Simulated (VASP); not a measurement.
# Ba (Pm-3m) in VASP: notebook

Runs on Ba. Level: PBEsol. Tasks: single point.

All numbers are computed with VASP 6.6.1; they aren't measurements. Logs are shortened: lines on timing, memory, paths and dates and some standing lists are left out, and cuts for length are marked.

## Step 1: The cell of the first run

Symmetry: Pm-3m, No. 221, cubic system. The conventional cell has a = 4.083 Å, b = 4.083 Å, c = 4.083 Å, α = 90.00°, β = 90.00°, γ = 90.00°. Ba (site symmetry m-3m) has 6 Ba at 4.08 Å within 5.4 Å.

This isn't the form of Ba at room conditions, which is bcc.

## Step 2: Single point, PBEsol

Contents of INCAR:

```
ALGO = Normal ; EDIFF = 1E-6
ENCUT = 500 ; GGA = PS
GGA_COMPAT = F ; ISIF = 2
ISMEAR = 0 ; LASPH = T
LCHARG = F ; LREAL = F
LWAVE = F ; NBANDS = 11
NELM = 120 ; PREC = Accurate
SIGMA = 0.1
```

Contents of KPOINTS:

```
k-points
0
Gamma
  4 4 4
```

Contents of POSCAR:

```
Ba
1.0
    4.0828128978      0.0000000000      0.0000000000
    0.0000000000      4.0828128978      0.0000000000
    0.0000000000      0.0000000000      4.0828128978
Ba
1
Direct
    0.0000000000      0.0000000000      0.0000000000
```

Potentials or basis: VASP PAW PBE potentials, release 64 (Ba_sv).

Command:

```sh
$ cat potpaw_PBE.64/Ba_sv/POTCAR > POTCAR
$ mpirun -np 1 vasp_std > vasp.out
```

OUTCAR:

```text
EDIFF = 1E-6
   ENCUT = 500
   GGA = PS
   ISIF = 2
   ISMEAR = 0
   LASPH = T
   LREAL = F
   NELM = 120
   PREC = Accurate

 ion  position               nearest neighbor table
   1  0.000  0.000  0.000-

  LATTYP: Found a simple cubic cell.
 ALAT       =     4.0828128978

  Lattice vectors:

 A1 = (   4.0828128978,   0.0000000000,   0.0000000000)
 A2 = (   0.0000000000,   4.0828128978,   0.0000000000)
 A3 = (   0.0000000000,   0.0000000000,   4.0828128978)

Analysis of symmetry for initial positions (statically):
=====================================================================
 Subroutine PRICEL returns:
 Original cell was already a primitive cell.

 Routine SETGRP: Setting up the symmetry group for a
 simple cubic supercell.

 Subroutine GETGRP returns: Found 48 space group operations
 (whereof 48 operations were pure point group operations)
 out of a pool of 48 trial point group operations.

The static configuration has the point symmetry O_h .

Analysis of symmetry for dynamics (positions and initial velocities):
=====================================================================
 Subroutine PRICEL returns:
 Original cell was already a primitive cell.

 Routine SETGRP: Setting up the symmetry group for a
 simple cubic supercell.

 Subroutine GETGRP returns: Found 48 space group operations
 (whereof 48 operations were pure point group operations)
 out of a pool of 48 trial point group operations.

The dynamic configuration has the point symmetry O_h .

 Subroutine INISYM returns: Found 48 space group operations
 (whereof 48 operations are pure point group operations),
 and found     1 'primitive' translations

----------------------------------------------------------------------------------------

                                     Primitive cell

  volume of cell :      68.0579

  direct lattice vectors                    reciprocal lattice vectors
     4.082812898  0.000000000  0.000000000     0.244929176  0.000000000  0.000000000
     0.000000000  4.082812898  0.000000000     0.000000000  0.244929176  0.000000000
     0.000000000  0.000000000  4.082812898     0.000000000  0.000000000  0.244929176

  length of vectors
     4.082812898  4.082812898  4.082812898     0.244929176  0.244929176  0.244929176

  position of ions in fractional coordinates (direct lattice)
     0.000000000  0.000000000  0.000000000

  ion indices of the primitive-cell ions
   primitive index   ion index
                 1           1

----------------------------------------------------------------------------------------

 KPOINTS: k-points

Automatic generation of k-mesh.
 Grid dimensions read from file:
 generate k-points for:    4    4    4

 Generating k-lattice:

  Cartesian coordinates                     Fractional coordinates (reciprocal lattice)
     0.061232294  0.000000000  0.000000000     0.250000000  0.000000000  0.000000000
     0.000000000  0.061232294  0.000000000     0.000000000  0.250000000  0.000000000
     0.000000000  0.000000000  0.061232294     0.000000000  0.000000000  0.250000000

  Length of vectors
     0.061232294  0.061232294  0.061232294

  Shift w.r.t. Gamma in fractional coordinates (k-lattice)
     0.000000000  0.000000000  0.000000000

 Subroutine IBZKPT returns following result:
 ===========================================

 Found     10 irreducible k-points:

 Following reciprocal coordinates:
            Coordinates               Weight
  0.000000  0.000000  0.000000      1.000000
  0.250000  0.000000  0.000000      6.000000
  0.500000  0.000000  0.000000      3.000000
  0.250000  0.250000  0.000000     12.000000
  0.500000  0.250000  0.000000     12.000000
  0.500000  0.500000  0.000000      3.000000
  0.250000  0.250000  0.250000      8.000000
  0.500000  0.250000  0.250000     12.000000
  0.500000  0.500000  0.250000      6.000000
  0.500000  0.500000  0.500000      1.000000
   k-points           NKPTS =     10   k-points in BZ     NKDIM =     10   number of bands    NBANDS=     11
   number of dos      NEDOS =    301   number of ions     NIONS =      1
   total plane-waves  NPLWV =  27000
   dimension x,y,z NGX =    30 NGY =   30 NGZ =   30
   dimension x,y,z NGXF=    60 NGYF=   60 NGZF=   60
   ions per type =               1
   NGX,Y,Z   is equivalent  to a cutoff of  12.22, 12.22, 12.22 a.u.
   NGXF,Y,Z  is equivalent  to a cutoff of  24.43, 24.43, 24.43 a.u.
 SYSTEM =  unknown system
   PREC   = accura    normal or accurate (medium, high low for compatibility)
   ISTART =      0    job   : 0-new  1-cont  2-samecut
   ICHARG =      2    charge: 1-file 2-atom 10-const
   ISPIN  =      1    spin polarized calculation?
   LNONCOLLINEAR =      F non collinear calculations
   LSORBIT =      F    spin-orbit coupling
   LASPH  =      T    aspherical Exc in radial PAW
   ENCUT  =  500.0 eV  36.75 Ry    6.06 a.u.   7.44  7.44  7.44*2*pi/ulx,y,z
   NELM   =    120;   NELMIN=  2; NELMDL= -5     # of ELM steps
   EDIFF  = 0.1E-05   stopping-criterion for ELM
   LREAL  =      F    real-space projection
   EDIFFG = 0.1E-04   stopping-criterion for IOM
   NSW    =      0    number of steps for IOM
   IBRION =     -1    ionic relax: 0-MD 1-quasi-New 2-CG
   NFREE  =      0    steps in history (QN), initial steepest desc. (CG)
   ISIF   =      2    stress and relaxation
   ISYM   =      2    0-nonsym 1-usesym 2-fastsym
   POTIM  = 0.5000    time-step for ionic-motion
   TEBEG  =    0.0;   TEEND  =   0.0 temperature during run
   PSTRESS=    0.0 pullay stress
   NELECT =      10.0000    total number of electrons
   NUPDOWN=      -1.0000    fix difference up-down
   EMIN   =  10.00;   EMAX   =-10.00  energy-range for DOS
   EFERMI =   0.00;   METHOD = LEGACY
   ISMEAR =     0;   SIGMA  =   0.10  broadening in eV -4-tet -1-fermi 0-gaus
   EFERMI_NEDOS =   21; number of points for ismear=-14 and -15
   IALGO  =     38    algorithm
   IMIX   =      4    mixing-type and parameters
     AMIX     =   0.40;   BMIX     =  1.00
     AMIX_MAG =   1.60;   BMIX_MAG =  1.00
  volume/ion in A,a.u.               =      68.06       459.28
  Fermi-wavevector in a.u.,A,eV,Ry     =   0.863871  1.632479 10.153652  0.746272
  Thomas-Fermi vector in A             =   1.981884
   LORBIT       =      0    0 simple, 1 ext, 2 COOP (PROOUT), +10 PAW based schemes
   GGA     = PS    functional components
   LHFCALC =     F    Hartree Fock is set to
   AEXX    =    0.0000 exact exchange contribution
   IVDW    =     0    specifies the selected vdW correction
   LEPSILON=     F    determine dielectric tensor
   LRPA    =     F    only Hartree local field effects (RPA)
 non-spin polarized calculation
 Gauss-broadening in eV      SIGMA  =   0.10
  energy-cutoff  :      500.00
  volume of cell :       68.06
 maximum number of plane-waves:      1750
 NGX is ok and might be reduce to    30
   NGX = 15   NGY = 15   NGZ = 15

 number of electron      10.0000000 magnetization

 Free energy of the ion-electron system (eV)
  ---------------------------------------------------
  ext. energy  EPLUGINS =         0.00000000
  ---------------------------------------------------
  free energy    TOTEN  =        -1.75482575 eV

  energy without entropy =       -1.73262258  energy(sigma->0) =       -1.74372417

 E-fermi :   1.1454     XC(G=0):  -7.2399

 val. band max:        1.0986740208   @ k =   0.5000   0.2500   0.2500
 cond. band min:       1.1676990891   @ k =   0.5000   0.2500   0.0000
 fundamental gap:      0.0690250683
 Fermi energy:         1.1454009244

 k-point     1 :       0.0000    0.0000    0.0000
  band No.  band energies     occupation
      1     -28.0146      2.00000
      2     -12.9069      2.00000
      3     -12.9069      2.00000
      4     -12.9069      2.00000
      5      -1.3428      2.00000
      6       1.2917      0.03856
      7       1.2917      0.03856
      8       5.6624      0.00000
      9       5.6624      0.00000
     10       5.6624      0.00000
     11       8.2631      0.00000

 k-point     2 :       0.2500    0.0000    0.0000
  band No.  band energies     occupation
      1     -27.9946      2.00000
      2     -13.1872      2.00000
      3     -12.8824      2.00000
      4     -12.8824      2.00000
      5      -0.6096      2.00000
      6       1.5252      0.00000
      7       1.9176      0.00000
      8       4.4206      0.00000
      9       4.4206      0.00000
     10       5.7715      0.00000
     11       6.5092      0.00000

 k-point     3 :       0.5000    0.0000    0.0000
  band No.  band energies     occupation
      1     -27.9744      2.00000
      2     -13.4467      2.00000
      3     -12.8576      2.00000
      4     -12.8576      2.00000
      5       0.4116      2.00000
      6       1.8023      0.00000
      7       1.8425      0.00000
      8       3.6760      0.00000
      9       3.6760      0.00000
     10       5.8877      0.00000
     11       7.3215      0.00000

 k-point     4 :       0.2500    0.2500    0.0000
  band No.  band energies     occupation
      1     -27.9749      2.00000
      2     -13.1639      2.00000
      3     -13.1474      2.00000
      4     -12.8585      2.00000
      5       0.0635      2.00000
      6       1.7478      0.00000
      7       2.5235      0.00000
      8       3.3108      0.00000
      9       4.4692      0.00000
     10       4.7672      0.00000
     11       7.3900      0.00000

 k-point     5 :       0.5000    0.2500    0.0000
  band No.  band energies     occupation
      1     -27.9549      2.00000
      2     -13.4094      2.00000
      3     -13.1237      2.00000
      4     -12.8343      2.00000
      5       1.0306      1.89548
      6       1.1677      0.75250
      7       2.6926      0.00000
      8       3.8771      0.00000
      9       3.8828      0.00000
     10       4.8219      0.00000
     11       7.2087      0.00000

 k-point     6 :       0.5000    0.5000    0.0000
  band No.  band energies     occupation
      1     -27.9353      2.00000
      2     -13.3715      2.00000
      3     -13.3715      2.00000
      4     -12.8108      2.00000
      5       0.4087      2.00000
      6       1.7640      0.00000
      7       4.1086      0.00000
      8       4.1086      0.00000
      9       4.1744      0.00000
     10       4.1744      0.00000
     11       6.9419      0.00000

 k-point     7 :       0.2500    0.2500    0.2500
  band No.  band energies     occupation
      1     -27.9553      2.00000
      2     -13.1403      2.00000
      3     -13.1177      2.00000
      4     -13.1177      2.00000
      5       0.6128      2.00000
      6       2.4825      0.00000
      7       2.4825      0.00000
      8       3.5824      0.00000
      9       3.5882      0.00000
     10       3.5882      0.00000
     11       8.3745      0.00000

 k-point     8 :       0.5000    0.2500    0.2500
  band No.  band energies     occupation
      1     -27.9357      2.00000
      2     -13.3737      2.00000
      3     -13.1013      2.00000
      4     -13.0877      2.00000
      5       1.0987      1.49127
      6       2.0304      0.00000
      7       2.1608      0.00000
      8       3.2844      0.00000
      9       3.8548      0.00000
     10       5.6389      0.00000
     11       7.5185      0.00000

 k-point     9 :       0.5000    0.5000    0.2500
  band No.  band energies     occupation
      1     -27.9162      2.00000
      2     -13.3373      2.00000
      3     -13.3373      2.00000
      4     -13.0649      2.00000
      5       0.7677      2.00000
      6       2.0749      0.00000
      7       2.0749      0.00000
      8       3.3556      0.00000
      9       6.2629      0.00000
     10       6.2629      0.00000
     11       6.5985      0.00000

 k-point    10 :       0.5000    0.5000    0.5000
  band No.  band energies     occupation
      1     -27.8970      2.00000
      2     -13.3027      2.00000
      3     -13.3027      2.00000
      4     -13.3027      2.00000
      5       1.2676      0.08395
      6       1.2676      0.08395
      7       1.2676      0.08395
      8       5.1055      0.00000
      9       7.0930      0.00000
     10       7.0930      0.00000
     11       7.0935      0.00000

------------------------ aborting loop because EDIFF is reached ----------------------------------------

  FORCE on cell =-STRESS in cart. coord.  units (eV):
  Direction    XX          YY          ZZ          XY          YZ          ZX
  --------------------------------------------------------------------------------------
  -------------------------------------------------------------------------------------
  Total       -0.5031577     -0.5031577     -0.5031577     -0.0000000      0.0000000      0.0000000
  in kB      -11.8450338    -11.8450338    -11.8450338     -0.0000000      0.0000000      0.0000000
  external PRESSURE =     -11.8450338 kB  Pullay stress =       0.0000000 kB

 VOLUME and BASIS-vectors are now :
 -----------------------------------------------------------------------------
  energy-cutoff  :      500.00
  volume of cell :       68.06
      direct lattice vectors                 reciprocal lattice vectors
     4.082812898  0.000000000  0.000000000     0.244929176  0.000000000  0.000000000
     0.000000000  4.082812898  0.000000000     0.000000000  0.244929176  0.000000000
     0.000000000  0.000000000  4.082812898     0.000000000  0.000000000  0.244929176

 POSITION                                       TOTAL-FORCE (eV/Angst)
 -----------------------------------------------------------------------------------
      0.00000      0.00000      0.00000         0.000000      0.000000      0.000000
 -----------------------------------------------------------------------------------
    total drift:                               -0.000000     -0.000000     -0.000000

  FREE ENERGIE OF THE ION-ELECTRON SYSTEM (eV)
  ---------------------------------------------------
  free  energy   TOTEN  =        -1.7548257530 eV

  energy  without entropy=       -1.7326225771  energy(sigma->0) =       -1.74372417
```

Wall time 9.5 s (1 thread of AMD EPYC 7R13, shared host); peak memory 0.13 GiB.

What came out:

```yaml
Free_energy: -1.7548 eV
Pressure: -1.2 GPa
Band_gap_on_the_k_mesh: zero (bands 5 and 6 overlap by 0.10 eV)
```

Caveat: the k points lie up to 0.38 Å⁻¹ apart; the PAW data sets were made with another functional, which shifts forces and pressure a little; spin-orbit coupling is left out, which moves the levels of the heavy elements.

(Continued in part 2 of 2.)
